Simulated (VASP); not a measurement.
# W16F (a cell with a defect) in VASP: relaxation of the atoms with LDA

Aim: the relaxation of the atoms of W16F (a cell with a defect) with LDA.

All numbers are computed with VASP 6.6.1; they aren't measurements. Logs are shortened: lines on timing, memory, paths and dates and some standing lists are left out, and cuts for length are marked.

## (1) The cell of the first run

The cell holds a defect, 17 atoms: a = 6.320 Å, b = 6.320 Å, c = 6.320 Å, α = 90.00°, β = 90.00°, γ = 90.00°.

## (2) Relaxation of the atoms, LDA

File INCAR:

```
SYSTEM = W16F
PREC = Accurate
ENCUT = 520
EDIFF = 1E-7
ISMEAR = -1
SIGMA = 0.1
LREAL = Auto
LASPH = .TRUE.
NELM = 60
ALGO = Normal
ISIF = 2
LWAVE = .FALSE.
LCHARG = .FALSE.
GGA = CA
IBRION = 2
NSW = 45
EDIFFG = -0.08
KPAR = 2
```

File KPOINTS:

```
Automatic mesh
0
G
  2 2 2
  0 0 0
```

File POSCAR:

```
W16F
1.0
    6.3200000000      0.0000000000      0.0000000000
    0.0000000000      6.3200000000      0.0000000000
    0.0000000000      0.0000000000      6.3200000000
W F
16 1
Direct
    0.0000000000      0.0000000000      0.0000000000
    0.5000000000      0.0000000000      0.0000000000
    0.0000000000      0.5000000000      0.0000000000
    0.0000000000      0.0000000000      0.5000000000
    0.2500000000      0.2500000000      0.2500000000
    0.5000000000      0.5000000000      0.0000000000
    0.5000000000      0.0000000000      0.5000000000
    0.7500000000      0.2500000000      0.2500000000
    0.0000000000      0.5000000000      0.5000000000
    0.2500000000      0.7500000000      0.2500000000
    0.2500000000      0.2500000000      0.7500000000
    0.5000000000      0.5000000000      0.5000000000
    0.7500000000      0.7500000000      0.2500000000
    0.7500000000      0.2500000000      0.7500000000
    0.2500000000      0.7500000000      0.7500000000
    0.7500000000      0.7500000000      0.7500000000
    0.1296958000      0.4984802000      0.2486847000
```

Potentials or basis: VASP PAW LDA potentials, release 64 (W_sv, F).

Started as:

```console
$ cat potpaw_LDA.64/W_sv/POTCAR potpaw_LDA.64/F/POTCAR > POTCAR
$ mpirun -np 4 vasp_std > vasp.out
```

OUTCAR:

```text
SYSTEM = W16F
   PREC = Accurate
   ENCUT = 520
   EDIFF = 1E-7
   ISMEAR = -1
   LREAL = Auto
   LASPH = .TRUE.
   NELM = 60
   ISIF = 2
   GGA = CA
   IBRION = 2
   NSW = 45
   EDIFFG = -0.08

 ion  position               nearest neighbor table
   1  0.000  0.000  0.000-   5 2.74   8 2.74  10 2.74  11 2.74  13 2.74  14 2.74  15 2.74  16 2.74
                             4 3.16   2 3.16   3 3.16   4 3.16   3 3.16   2 3.16
   2  0.500  0.000  0.000-   5 2.74   8 2.74  10 2.74  11 2.74  13 2.74  14 2.74  15 2.74  16 2.74
                             6 3.16   7 3.16   1 3.16   7 3.16   6 3.16   1 3.16
   3  0.000  0.500  0.000-  17 1.77   8 2.74  10 2.74  11 2.74  13 2.74  14 2.74  15 2.74  16 2.74
                             5 2.74   1 3.16   9 3.16   6 3.16   9 3.16   1 3.16   6 3.16
   4  0.000  0.000  0.500-   5 2.74   8 2.74  10 2.74  11 2.74  13 2.74  14 2.74  15 2.74  16 2.74
                             7 3.16   1 3.16   9 3.16   1 3.16   9 3.16   7 3.16
   5  0.250  0.250  0.250-  17 1.74   2 2.74   3 2.74   4 2.74   6 2.74   7 2.74   9 2.74  12 2.74
                             1 2.74  11 3.16   8 3.16  10 3.16  11 3.16  10 3.16   8 3.16
   6  0.500  0.500  0.000-   5 2.74   8 2.74  10 2.74  11 2.74  13 2.74  14 2.74  15 2.74  16 2.74
                             3 3.16  12 3.16   2 3.16  12 3.16   2 3.16   3 3.16
   7  0.500  0.000  0.500-   5 2.74   8 2.74  10 2.74  11 2.74  13 2.74  14 2.74  15 2.74  16 2.74
                             4 3.16  12 3.16   2 3.16   2 3.16  12 3.16   4 3.16
   8  0.750  0.250  0.250-   1 2.74   2 2.74   3 2.74   4 2.74   6 2.74   7 2.74   9 2.74  12 2.74
                             5 3.16  13 3.16  14 3.16  14 3.16  13 3.16   5 3.16
   9  0.000  0.500  0.500-  17 1.79   8 2.74  10 2.74  11 2.74  13 2.74  14 2.74  15 2.74  16 2.74
                             5 2.74  12 3.16   3 3.16   4 3.16   3 3.16   4 3.16  12 3.16
  10  0.250  0.750  0.250-  17 1.76   2 2.74   3 2.74   4 2.74   6 2.74   7 2.74   9 2.74  12 2.74
                             1 2.74  13 3.16  15 3.16   5 3.16  15 3.16   5 3.16  13 3.16
  11  0.250  0.250  0.750-   1 2.74   2 2.74   3 2.74   4 2.74   6 2.74   7 2.74   9 2.74  12 2.74
                             5 3.16  14 3.16  15 3.16   5 3.16  15 3.16  14 3.16
  12  0.500  0.500  0.500-   5 2.74   8 2.74  10 2.74  11 2.74  13 2.74  14 2.74  15 2.74  16 2.74
                             7 3.16   6 3.16   9 3.16   6 3.16   7 3.16   9 3.16
  13  0.750  0.750  0.250-   1 2.74   2 2.74   3 2.74   4 2.74   6 2.74   7 2.74   9 2.74  12 2.74
                            10 3.16   8 3.16  16 3.16  16 3.16   8 3.16  10 3.16
  14  0.750  0.250  0.750-   1 2.74   2 2.74   3 2.74   4 2.74   6 2.74   7 2.74   9 2.74  12 2.74
                            11 3.16   8 3.16  16 3.16   8 3.16  16 3.16  11 3.16
  15  0.250  0.750  0.750-   1 2.74   2 2.74   3 2.74   4 2.74   6 2.74   7 2.74   9 2.74  12 2.74
                            11 3.16  10 3.16  16 3.16  10 3.16  11 3.16  16 3.16
  16  0.750  0.750  0.750-   1 2.74   2 2.74   3 2.74   4 2.74   6 2.74   7 2.74   9 2.74  12 2.74
                            13 3.16  14 3.16  15 3.16  13 3.16  14 3.16  15 3.16
  17  0.130  0.498  0.249-   5 1.74  10 1.76   3 1.77   9 1.79

  LATTYP: Found a simple cubic cell.
 ALAT       =     6.3200000000

  Lattice vectors:

 A1 = (   6.3200000000,   0.0000000000,   0.0000000000)
 A2 = (   0.0000000000,   6.3200000000,   0.0000000000)
 A3 = (   0.0000000000,   0.0000000000,   6.3200000000)

Analysis of symmetry for initial positions (statically):
=====================================================================
 Subroutine PRICEL returns:
 Original cell was already a primitive cell.

 Routine SETGRP: Setting up the symmetry group for a
 simple cubic supercell.

 Subroutine GETGRP returns: Found  1 space group operations
 (whereof  1 operations were pure point group operations)
 out of a pool of 48 trial point group operations.

The static configuration has the point symmetry C_1 .

Analysis of symmetry for dynamics (positions and initial velocities):
=====================================================================
 Subroutine PRICEL returns:
 Original cell was already a primitive cell.

 Routine SETGRP: Setting up the symmetry group for a
 simple cubic supercell.

 Subroutine GETGRP returns: Found  1 space group operations
 (whereof  1 operations were pure point group operations)
 out of a pool of 48 trial point group operations.

The dynamic configuration has the point symmetry C_1 .

 Subroutine INISYM returns: Found  1 space group operations
[... 80 lines left out ...]
 Found      8 irreducible k-points:

 Following reciprocal coordinates:
            Coordinates               Weight
  0.000000  0.000000  0.000000      1.000000
  0.500000  0.000000  0.000000      1.000000
  0.000000  0.500000  0.000000      1.000000
  0.000000  0.000000  0.500000      1.000000
  0.500000  0.500000  0.000000      1.000000
  0.000000  0.500000  0.500000      1.000000
  0.500000  0.000000  0.500000      1.000000
  0.500000  0.500000  0.500000      1.000000
   k-points           NKPTS =      8   k-points in BZ     NKDIM =      8   number of bands    NBANDS=    138
   number of dos      NEDOS =    301   number of ions     NIONS =     17
   total plane-waves  NPLWV = 110592
   dimension x,y,z NGX =    48 NGY =   48 NGZ =   48
   dimension x,y,z NGXF=    96 NGYF=   96 NGZF=   96
   ions per type =              16   1
   NGX,Y,Z   is equivalent  to a cutoff of  12.63, 12.63, 12.63 a.u.
   NGXF,Y,Z  is equivalent  to a cutoff of  25.25, 25.25, 25.25 a.u.
 SYSTEM =  W16F
   PREC   = accura    normal or accurate (medium, high low for compatibility)
   ISTART =      0    job   : 0-new  1-cont  2-samecut
   ICHARG =      2    charge: 1-file 2-atom 10-const
   ISPIN  =      1    spin polarized calculation?
   LNONCOLLINEAR =      F non collinear calculations
   LSORBIT =      F    spin-orbit coupling
   LASPH  =      T    aspherical Exc in radial PAW
   ENCUT  =  520.0 eV  38.22 Ry    6.18 a.u.  11.75 11.75 11.75*2*pi/ulx,y,z
   NELM   =     60;   NELMIN=  2; NELMDL= -5     # of ELM steps
   EDIFF  = 0.1E-06   stopping-criterion for ELM
   LREAL  =      T    real-space projection
   EDIFFG = -.8E-01   stopping-criterion for IOM
   NSW    =     45    number of steps for IOM
   IBRION =      2    ionic relax: 0-MD 1-quasi-New 2-CG
   NFREE  =      1    steps in history (QN), initial steepest desc. (CG)
   ISIF   =      2    stress and relaxation
   ISYM   =      2    0-nonsym 1-usesym 2-fastsym
   POTIM  = 0.5000    time-step for ionic-motion
   TEBEG  =    0.0;   TEEND  =   0.0 temperature during run
   PSTRESS=    0.0 pullay stress
   NELECT =     231.0000    total number of electrons
   NUPDOWN=      -1.0000    fix difference up-down
   EMIN   =  10.00;   EMAX   =-10.00  energy-range for DOS
   EFERMI =   0.00;   METHOD = LEGACY
   ISMEAR =    -1;   SIGMA  =   0.10  broadening in eV -4-tet -1-fermi 0-gaus
   EFERMI_NEDOS =   21; number of points for ismear=-14 and -15
   IALGO  =     38    algorithm
   IMIX   =      4    mixing-type and parameters
     AMIX     =   0.40;   BMIX     =  1.00
     AMIX_MAG =   1.60;   BMIX_MAG =  1.00
  volume/ion in A,a.u.               =      14.85       100.21
  Fermi-wavevector in a.u.,A,eV,Ry     =   1.589382  3.003497 34.370175  2.526137
  Thomas-Fermi vector in A             =   2.688240
   LORBIT       =      0    0 simple, 1 ext, 2 COOP (PROOUT), +10 PAW based schemes
   GGA     = CA    functional components
   LHFCALC =     F    Hartree Fock is set to
   AEXX    =    0.0000 exact exchange contribution
   IVDW    =     0    specifies the selected vdW correction
   LEPSILON=     F    determine dielectric tensor
   LRPA    =     F    only Hartree local field effects (RPA)
 conjugate gradient relaxation of ions
 non-spin polarized calculation
  energy-cutoff  :      520.00
  volume of cell :      252.44
 maximum number of plane-waves:      6859
 NGX is ok and might be reduce to    48
   NGX = 23   NGY = 23   NGZ = 23

--------------------------------------- Ionic step        1  -------------------------------------------

 number of electron     231.0000007 magnetization

 Free energy of the ion-electron system (eV)
  ---------------------------------------------------
  ext. energy  EPLUGINS =         0.00000000
  ---------------------------------------------------
  free energy    TOTEN  =      -221.37263565 eV

  energy without entropy =     -221.13844310  energy(sigma->0) =     -221.25553937

------------------------ aborting loop because EDIFF is reached ----------------------------------------

  FORCE on cell =-STRESS in cart. coord.  units (eV):
  Direction    XX          YY          ZZ          XY          YZ          ZX
  --------------------------------------------------------------------------------------
  -------------------------------------------------------------------------------------
  Total       12.3491172     26.4870275     21.4719917     -0.7527111     -0.0148987      0.6081665
  in kB       78.3781952    168.1096212    136.2798597     -4.7773568     -0.0945602      3.8599512
  external PRESSURE =     127.5892253 kB  Pullay stress =       0.0000000 kB
[... 134 lines left out ...]
  FREE ENERGIE OF THE ION-ELECTRON SYSTEM (eV)
  ---------------------------------------------------
  free  energy   TOTEN  =      -225.7019423874 eV

  energy  without entropy=     -225.4395499301  energy(sigma->0) =     -225.57074616

[... ionic steps 4 to 10 ...]

--------------------------------------- Ionic step       11  -------------------------------------------

 number of electron     230.9999988 magnetization

------------------------ aborting loop because EDIFF is reached ----------------------------------------
[... 97 lines left out ...]
--------------------------------------- Ionic step       13  -------------------------------------------

 number of electron     230.9999987 magnetization

 Free energy of the ion-electron system (eV)
  ---------------------------------------------------
  ext. energy  EPLUGINS =         0.00000000
  ---------------------------------------------------
  free energy    TOTEN  =      -225.97606988 eV

  energy without entropy =     -225.72268017  energy(sigma->0) =     -225.84937502

 E-fermi :  11.6959     XC(G=0): -13.9657

 val. band max:       11.6603202519   @ k =   0.0000   0.0000   0.5000
 cond. band min:      11.7636932968   @ k =   0.0000   0.0000   0.0000
 fundamental gap:      0.1033730448
 Fermi energy:        11.6959062414

 k-point     1 :       0.0000    0.0000    0.0000
  band No.  band energies     occupation
      1     -62.0427      2.00000
      2     -62.0077      2.00000
      3     -61.9758      2.00000
      4     -61.9758      2.00000
      5     -61.8671      2.00000
      6     -61.8197      2.00000
[... 1029 lines left out ...]
    126      14.0075      0.00000
    127      14.0369      0.00000
 [bands above 127 left out]

------------------------ aborting loop because EDIFF is reached ----------------------------------------

  FORCE on cell =-STRESS in cart. coord.  units (eV):
  Direction    XX          YY          ZZ          XY          YZ          ZX
  --------------------------------------------------------------------------------------
  -------------------------------------------------------------------------------------
  Total       12.5686635      9.8615698      9.8278505     -0.0268494      0.0006073      0.0335413
  in kB       79.7716263     62.5900648     62.3760528     -0.1704098      0.0038547      0.2128819
  external PRESSURE =      68.2459146 kB  Pullay stress =       0.0000000 kB
[... 32 lines left out ...]
  FREE ENERGIE OF THE ION-ELECTRON SYSTEM (eV)
  ---------------------------------------------------
  free  energy   TOTEN  =      -225.9760698775 eV

  energy  without entropy=     -225.7226801706  energy(sigma->0) =     -225.84937502

 reached required accuracy - stopping structural energy minimisation
```

Run time: 28 min. Hardware: 4 MPI ranks of AMD EPYC 7R43 (Zen 3), shared host; peak memory 0.25 GiB.

Results:

```yaml
Free_energy: -225.9761 eV
Energy_gained_by_relaxing: 270.8 meV/atom
Ionic_steps: 13
Pressure_after_relaxing: 6.8 GPa
Largest_force_after_relaxing: 0.049 eV/Å
Band_gap_on_the_k_mesh: zero (an odd number of electrons rules out a gap without spin polarisation)
```

Forces on the atoms (eV/Å):
```
W    0.048 -0.002  0.002
W    0.000  0.000 -0.015
W   -0.002 -0.001 -0.006
W    0.049 -0.002 -0.003
W   -0.003 -0.026 -0.002
W    0.017 -0.001  0.013
W   -0.005 -0.001  0.009
W   -0.013  0.014 -0.003
W    0.009 -0.001 -0.009
W    0.003  0.034 -0.001
W   -0.028 -0.007 -0.001
W    0.012  0.000 -0.015
W   -0.015 -0.015 -0.003
W   -0.012 -0.031  0.006
W   -0.027  0.007 -0.001
W   -0.011  0.027  0.007
F   -0.023  0.005  0.022
```

The path:
| step | energy change (eV) | largest force (eV/Å) | pressure (GPa) |
| --- | --- | --- | --- |
| 1 | 0.0000 | 12.9565 | 12.76 |
| 2 | 6.1780 | 21.4328 | 32.59 |
| 3 | -4.3293 | 2.2086 | 7.71 |
| 4 | -4.3994 | 1.3403 | 7.34 |
| 5 | -4.4053 | 1.1113 | 7.24 |
| 6 | -4.5673 | 0.9827 | 6.77 |
| 7 | -4.5727 | 0.7707 | 6.78 |
| 8 | -4.5901 | 0.4360 | 6.83 |
| 9 | -4.5929 | 0.1951 | 6.80 |
| 10 | -4.6001 | 0.1500 | 6.84 |
| 11 | -4.6013 | 0.2398 | 6.87 |
| 12 | -4.6032 | 0.1318 | 6.81 |
| 13 | -4.6034 | 0.0492 | 6.82 |

Final structure:
```cif
data_structure
_symmetry_space_group_name_H-M 'P 1'
_symmetry_Int_Tables_number 1
_cell_length_a 6.3200
_cell_length_b 6.3200
_cell_length_c 6.3200
_cell_angle_alpha 90.000
_cell_angle_beta 90.000
_cell_angle_gamma 90.000
_cell_volume 252.44
loop_
_atom_site_label
_atom_site_type_symbol
_atom_site_fract_x
_atom_site_fract_y
_atom_site_fract_z
_atom_site_occupancy
W1 W 0.99827 0.99996 0.99786 1
W2 W 0.50458 0.99989 0.99504 1
W3 W 0.97827 0.49997 0.97161 1
W4 W 0.99830 0.99995 0.50203 1
W5 W 0.27239 0.22156 0.24999 1
W6 W 0.50326 0.49993 0.99765 1
W7 W 0.50460 0.99989 0.50491 1
W8 W 0.74728 0.24765 0.24995 1
W9 W 0.97842 0.49997 0.52813 1
W10 W 0.27219 0.77807 0.24998 1
W11 W 0.25206 0.24790 0.74996 1
W12 W 0.50327 0.49993 0.50223 1
W13 W 0.74730 0.75219 0.24995 1
W14 W 0.74599 0.24520 0.74987 1
W15 W 0.25202 0.75197 0.74996 1
W16 W 0.74598 0.75473 0.74986 1
F1 F 0.12551 0.49973 0.24969 1
```

Levels at points of the mesh, in eV from the Fermi level:
```
           k point  band 112  band 113  band 114  band 115  band 116  band 117  band 118  band 119  band 120  band 121
(0.00, 0.00, 0.00)     -0.52     -0.50      0.07      0.10      0.10      0.60      0.78      0.83      0.95      0.95
(0.50, 0.00, 0.00)     -0.86     -0.86     -0.79     -0.23     -0.15      0.24      0.42      0.68      0.83      0.83
(0.00, 0.50, 0.00)     -0.87     -0.82     -0.81     -0.06     -0.04      0.24      0.43      0.79      0.87      0.98
(0.00, 0.00, 0.50)     -0.87     -0.82     -0.81     -0.06     -0.04      0.25      0.43      0.79      0.86      0.98
(0.50, 0.50, 0.00)     -1.00     -0.98     -0.55     -0.39     -0.25      0.14      0.32      0.62      0.82      0.83
(0.00, 0.50, 0.50)     -1.09     -0.85     -0.84     -0.35     -0.29      0.12      0.12      0.46      0.86      0.96
(0.50, 0.00, 0.50)     -1.00     -0.98     -0.55     -0.39     -0.25      0.14      0.33      0.61      0.82      0.84
(0.50, 0.50, 0.50)     -2.72     -1.50     -1.49     -1.49      0.94      1.24      1.24      1.80      1.81      1.84
```

Caveat: the k points lie up to 0.50 Å⁻¹ apart, too coarse for converged energies and pressures of a metal; spin-orbit coupling is left out, which moves the levels of the heavy elements; the relaxation stopped at a loose force limit of 0.08 eV/Å, so its end isn't a converged minimum.

The gap in the log of VASP goes by the Fermi energy; the results here count the filled bands.